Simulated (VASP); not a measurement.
# F (Fm-3m) in VASP: notebook, part 2 of 2

VASP 6.6.1. Earlier steps stand in the parts before.

**3. Single point, PBE**

This run uses another cell than the first one, of 10.21 Å³/atom.

INCAR

```
SYSTEM = F
ALGO = Normal
EDIFF = 1E-6
ENCUT = 520
GGA = PE
ISIF = 2
ISMEAR = -1
LASPH = .TRUE.
LCHARG = .FALSE.
LREAL = .FALSE.
LWAVE = .FALSE.
NBANDS = 10
NELM = 80
PREC = Accurate
SIGMA = 0.08
```

KPOINTS

```
k-points
0
G
  18 18 18
  0 0 0
```

POSCAR

```
F
1.0
    0.0000000000      1.7220355366      1.7220355366
    1.7220355366      0.0000000000      1.7220355366
    1.7220355366      1.7220355366      0.0000000000
F
1
Direct
    0.0000000000      0.0000000000      0.0000000000
```

Potentials or basis: VASP PAW PBE potentials, release 64 (F).

On the command line:

```console
$ cat potpaw_PBE.64/F/POTCAR > POTCAR
$ mpirun -np 1 vasp_std > vasp.out
```

OUTCAR:

```text
SYSTEM = F
   EDIFF = 1E-6
   ENCUT = 520
   GGA = PE
   ISIF = 2
   ISMEAR = -1
   LASPH = .TRUE.
   LREAL = .FALSE.
   NELM = 80
   PREC = Accurate

 ion  position               nearest neighbor table
   1  0.000  0.000  0.000-

  LATTYP: Found a face centered cubic cell.
 ALAT       =     3.4440710732

  Lattice vectors:

 A1 = (   0.0000000000,   1.7220355366,   1.7220355366)
 A2 = (   1.7220355366,   0.0000000000,   1.7220355366)
[... 489 lines left out ...]
      9      36.1899      0.00000
     10      36.5248      0.00000

 [... further k-points ...]

------------------------ aborting loop because EDIFF is reached ----------------------------------------

  FORCE on cell =-STRESS in cart. coord.  units (eV):
  Direction    XX          YY          ZZ          XY          YZ          ZX
  --------------------------------------------------------------------------------------
  -------------------------------------------------------------------------------------
  Total       -0.0408542     -0.0408542     -0.0408542      0.0000000      0.0000000      0.0000000
  in kB       -6.4090123     -6.4090123     -6.4090123      0.0000000      0.0000000      0.0000000
  external PRESSURE =      -6.4090123 kB  Pullay stress =       0.0000000 kB

 VOLUME and BASIS-vectors are now :
 -----------------------------------------------------------------------------
  energy-cutoff  :      520.00
  volume of cell :       10.21
      direct lattice vectors                 reciprocal lattice vectors
     0.000000000  1.722035537  1.722035537    -0.290354054  0.290354054  0.290354054
     1.722035537  0.000000000  1.722035537     0.290354054 -0.290354054  0.290354054
     1.722035537  1.722035537  0.000000000     0.290354054  0.290354054 -0.290354054

 POSITION                                       TOTAL-FORCE (eV/Angst)
 -----------------------------------------------------------------------------------
      0.00000      0.00000      0.00000        -0.000000     -0.000000      0.000000
 -----------------------------------------------------------------------------------
    total drift:                                0.000000     -0.000000      0.000000

  FREE ENERGIE OF THE ION-ELECTRON SYSTEM (eV)
  ---------------------------------------------------
  free  energy   TOTEN  =        -0.7970567304 eV

  energy  without entropy=       -0.7402120751  energy(sigma->0) =       -0.76863440
```

It took 29 s on 1 thread of AMD EPYC 7R13, shared host; peak memory 0.09 GiB.

What came out:

- Free energy: -0.7971 eV
- Pressure: -0.6 GPa
- Band gap on the k mesh: zero (an odd number of electrons rules out a gap without spin polarisation)

Levels at points of the mesh, in eV from the Fermi level:
| k point | band 1 | band 2 | band 3 | band 4 | band 5 | band 6 | band 7 | band 8 | band 9 |
| --- | --- | --- | --- | --- | --- | --- | --- | --- | --- |
| (0.00, 0.00, 0.00) | -21.60 | 0.52 | 0.52 | 0.52 | 13.70 | 35.08 | 35.08 | 35.08 | 39.01 |
| (0.50, 0.00, 0.00) | -20.04 | -3.82 | 0.13 | 0.13 | 20.55 | 21.80 | 32.99 | 32.99 | 37.40 |
| (0.50, 0.50, 0.00) | -19.57 | -3.28 | -0.75 | -0.75 | 19.03 | 24.30 | 25.27 | 35.89 | 35.89 |

Caveat: an odd number of electrons without spin polarisation forces a metal; a magnetic or distorted state may lie lower.

**4. Relaxation of cell and atoms, PBE, target pressure 430 GPa, at which the enthalpy is minimised**

INCAR

```
PREC     = Accurate       # precision mode
ENCUT    = 600            # plane-wave cutoff, eV
EDIFF    = 1E-7           # SCF threshold, eV
ISMEAR   = -1             # smearing method
SIGMA    = 0.08           # smearing width, eV
LREAL    = False          # projectors in reciprocal space
LASPH    = True           # aspherical terms in the spheres
NELM     = 60             # most SCF steps
ALGO     = Normal         # electronic algorithm
ISIF     = 3              # what is computed and relaxed
LWAVE    = False          # write WAVECAR
LCHARG   = False          # write CHGCAR
GGA      = PE             # functional
IBRION   = 2              # ionic algorithm
NSW      = 60             # ionic steps
EDIFFG   = -0.005         # ionic threshold
PSTRESS  = 4300.0
```

KPOINTS

```
Automatic mesh
0
Gamma
  24 24 24
```

POSCAR

```
F
1.0
    0.0000000000      1.2803323437      1.2803323437
    1.2803323437      0.0000000000      1.2803323437
    1.2803323437      1.2803323437      0.0000000000
F
1
Direct
    0.0000000000      0.0000000000      0.0000000000
```

On the command line:

```console
$ cat potpaw_PBE.64/F/POTCAR > POTCAR
$ mpirun -np 1 vasp_std > vasp.out
```

It took 45 s on 1 thread of AMD EPYC 7R13, shared host; peak memory 0.09 GiB.

Results (log left out):

| Property | Result |
| --- | --- |
| Free energy | 2.6244 eV |
| Relaxed volume | 4.20 Å³/atom |
| Relaxed cell | a = 1.810 Å, b = 1.810 Å, c = 1.810 Å, α = 60.00°, β = 60.00°, γ = 60.00° |
| Space group after relaxing (to 0.1 Å) | Fm-3m (No. 225) |
| Energy change on relaxing (the run minimises the enthalpy) | +5.1 meV/atom |
| Ionic steps | 3 |
| Pressure after relaxing | 430.0 GPa |
| Band gap on the k mesh | zero (an odd number of electrons rules out a gap without spin polarisation) |

The path:
```
step  energy change (eV)  largest force (eV/Å)  pressure (GPa)  volume (Å³)
   1              0.0000                0.0000          429.33         4.20
   2              0.0289                0.0000          433.13         4.19
   3              0.0051                0.0000          430.00         4.20
```

Final structure:
```
F
1.0
     0.00000    1.28014    1.28014
     1.28014    0.00000    1.28014
     1.28014    1.28014    0.00000
F
1
Direct
  0.00000 0.00000 0.00000
```

Levels at points of the mesh, in eV from the Fermi level:
```csv
k point,band 1,band 2,band 3,band 4,band 5,band 6,band 7
"(0.00, 0.00, 0.00)",-32.62,2.00,2.00,2.00,29.02,47.53,47.53
"(0.50, 0.00, 0.00)",-24.05,-13.61,0.55,0.55,30.48,35.93,43.75
"(0.50, 0.50, 0.00)",-21.03,-11.67,-2.82,-2.82,21.33,27.84,43.49
```

Caveat: the cell is relaxed towards a set pressure, so the run minimises the enthalpy, not the energy; an odd number of electrons without spin polarisation forces a metal; a magnetic or distorted state may lie lower.

**5. Relaxation of cell and atoms, PBE, target pressure 430 GPa, at which the enthalpy is minimised**

INCAR

```
SYSTEM = F
PREC     = Accurate       ! precision mode
ENCUT    = 600            ! plane-wave cutoff, eV
EDIFF    = 1E-7           ! SCF threshold, eV
ISMEAR   = -1             ! smearing method
SIGMA    = 0.08           ! smearing width, eV
LREAL    = .FALSE.        ! projectors in reciprocal space
LASPH    = .TRUE.         ! aspherical terms in the spheres
NELM     = 80             ! most SCF steps
ALGO     = Normal         ! electronic algorithm
ISIF     = 3              ! what is computed and relaxed
LWAVE    = .FALSE.        ! write WAVECAR
LCHARG   = .FALSE.        ! write CHGCAR
GGA      = PE             ! functional
IBRION   = 2              ! ionic algorithm
NSW      = 32             ! ionic steps
EDIFFG   = -0.005         ! ionic threshold
PSTRESS  = 4300.0
```

KPOINTS

```
regular mesh
0
G
  24 24 24
  0 0 0
```

POSCAR

```
F
1.0
    0.0000000000      1.2801196206      1.2801196206
    1.2801196206      0.0000000000      1.2801196206
    1.2801196206      1.2801196206      0.0000000000
F
1
Direct
    0.0000000000      0.0000000000      0.0000000000
```

On the command line:

```console
$ cat potpaw_PBE.64/F/POTCAR > POTCAR
$ mpirun -np 1 vasp_std > vasp.out
```

Run time: 25 s. Hardware: 1 thread of AMD EPYC 7R13, shared host; peak memory 0.08 GiB.

The run converged. Its results:

| Item | Value |
| --- | --- |
| Free energy | 2.6249 eV |
| Pressure after relaxing | 430.1 GPa |
| Band gap on the k mesh | zero (an odd number of electrons rules out a gap without spin polarisation) |

Final structure:
```
CELL_PARAMETERS angstrom
0.00000 1.28012 1.28012
1.28012 0.00000 1.28012
1.28012 1.28012 0.00000
ATOMIC_POSITIONS crystal
F 0.00000 0.00000 0.00000
```

Levels at points of the mesh, in eV from the Fermi level:
```
           k point  band 2  band 3  band 4  band 5  band 6  band 7
(0.00, 0.00, 0.00)    2.00    2.00    2.00   29.02   47.53   47.53
(0.50, 0.00, 0.00)  -13.61    0.55    0.55   30.48   35.93   43.75
(0.50, 0.50, 0.00)  -11.68   -2.82   -2.82   21.33   27.84   43.49
```

Caveat: the relaxation stopped at its first step, so nothing moved; the cell is relaxed towards a set pressure, so the run minimises the enthalpy, not the energy; an odd number of electrons without spin polarisation forces a metal; a magnetic or distorted state may lie lower.

**6. Overview**

```csv
task,cell,k mesh,cutoff (eV),gap on the mesh (eV),pressure (GPa)
single point,"a = 1.810 Å, angles 60.0°, 1 atom",24 × 24 × 24,520,none,430.1
single point,"a = 2.435 Å, angles 60.0°, 1 atom",18 × 18 × 18,520,none,-0.6
relaxation of cell and atoms,"relaxed to 430 GPa from a = 1.811 Å, angles 60.0°, 1 atom",24 × 24 × 24,600,none,430.0
relaxation of cell and atoms,"relaxed to 430 GPa from a = 1.810 Å, angles 60.0°, 1 atom",24 × 24 × 24,600,none,430.1
```

Alike in all rows: level PBE; potentials or basis VASP PAW PBE potentials, release 64 (F); no spin polarisation; smearing fermi-dirac 0.08 eV.

Caveats: an odd number of electrons without spin polarisation forces a metal; a magnetic or distorted state may lie lower; the cell is relaxed towards a set pressure, so the run minimises the enthalpy, not the energy (at least some runs); the cell stands under pressure (at least some runs); the relaxation stopped at its first step, so nothing moved (at least some runs).

Total energies depend on the potentials used, so only differences within one code and one set of settings carry meaning.
